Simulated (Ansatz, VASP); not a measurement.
TePt2Se in VASP and in Ansatz

The input INCAR:

```
ALGO     = Normal         # electronic algorithm
EDIFF    = 1E-8           # SCF threshold, eV
ENCUT    = 520            # plane-wave cutoff, eV
GGA      = PE             # functional
ISIF     = 2              # what is computed and relaxed
ISMEAR   = -1             # smearing method
LASPH    = T              # aspherical terms in the spheres
LCHARG   = F              # write CHGCAR
LEFG     = T            
LREAL    = F              # projectors in reciprocal space
LWAVE    = F              # write WAVECAR
NBANDS   = 24             # bands
NELM     = 80             # most SCF steps
PREC     = Accurate       # precision mode
SIGMA    = 0.15           # smearing width, eV
```

Contents of KPOINTS:

```
k-points
0
Gamma
  12 12 8
```

POSCAR

```
TePt2Se
1.0
    4.1461447976      0.0000000000      0.0000000000
   -2.0730723988      3.5906667225      0.0000000000
    0.0000000000      0.0000000000      5.5863289791
Te Pt Se
1 2 1
Direct
    0.3333333333      0.6666666667      0.5000000000
    0.6666666667      0.3333333333      0.7535466878
    0.6666666667      0.3333333333      0.2464533122
    0.0000000000      0.0000000000      0.0000000000
```

Input for Ansatz:

```yaml
crystal:
  lattice:
    - [4.1461447976, 0.0, 0.0]
    - [-2.0730723988, 3.5906667225, 0.0]
    - [0.0, 0.0, 5.5863289791]
  atoms:
    - { symbol: Te, position: [0.3333333333, 0.6666666667, 0.5] }
    - { symbol: Pt, position: [0.6666666667, 0.3333333333, 0.7535466878] }
    - { symbol: Pt, position: [0.6666666667, 0.3333333333, 0.2464533122] }
    - { symbol: Se, position: [0.0, 0.0, 0.0] }
basis:
  ecutwfc: 420
kpoints:
  mp_grid: { grid: [12, 12, 8] }
hamiltonian:
  xc: pbe
scf:
  occupations: { method: fermi_dirac, width: 0.15 }
output:
  forces: true
  stress: true
  eigenvalues: true
  efg: {}
checkpoint:
  read: start.run
  write: ck
  compress: false
  write_wavefunctions: false
  write_every: 100000
```

Alike in both runs: task electric field gradients; functional PBE; k mesh 12 × 12 × 8; occupations fermi-dirac, width 0.15 eV; no spin polarisation.

|  | VASP | Ansatz |
| --- | --- | --- |
| version | VASP 6.6.1 | Ansatz 0.2.0 |
| potentials or method | VASP PAW PBE potentials, release 64 (Te, Pt, Se), cutoff 520 eV | scalar-relativistic, plane waves, PAW |
| valence electrons in the cell | 32 | 68 |

VASP gave:

* gap on the k mesh at the Fermi level (eV): none
* pressure (GPa): -0.2
* rms of the force components (eV/Å): 0.005
* size of Vzz on the site where it differs most (V/Å²): 105.4

Which values does Ansatz return?

gap on the k mesh at the Fermi level (eV): none; pressure (GPa): 0.0; rms of the force components (eV/Å): 0.000; size of Vzz on the site where it differs most (V/Å²): 57.1.

Atom by atom the forces differ by 0.004 eV/Å (rms over components). A gap of «none» marks a metal or a gap that the smearing closes. VASP's potentials hold 32 valence electrons a cell and Ansatz's 68, so a difference there can come from the potentials and not from the codes.

Neither program's run includes spin-orbit coupling.
